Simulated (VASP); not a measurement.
Crystal: MgO.

```xyz
2
Lattice="0.0000 2.1022 2.1022 2.1022 0.0000 2.1022 2.1022 2.1022 0.0000" Properties=species:S:1:pos:R:3 pbc="T T T"
Mg    0.0000    0.0000    0.0000
O     2.1022    2.1022    2.1022
```

Base run:

| Property | Result |
| --- | --- |
| Program | VASP 6.6.1 |
| Functional | r2SCAN |
| Dispersion | D4 |
| Potentials or basis | VASP PAW PBE potentials, release 64 (Mg_sv, O) |
| Cutoff | 920 eV |
| k mesh | 8 × 8 × 8 |
| Occupations | gaussian, width 0.01 eV |
| Spin | no spin polarisation |

Its results: band gap on the k mesh 5.70 eV; pressure -0.7 GPa.

Question: The run is repeated on the same cell with these changes: dispersion from D4 to none. What comes out?

Answer: Band gap on the k mesh 5.70 eV; pressure 0.5 GPa.

Dispersion adds attraction, which lowers the pressure at fixed volume and, as a term added to the energy, leaves the levels alone.

Caveats: the PAW data sets were made with another functional, which shifts forces and pressure a little.

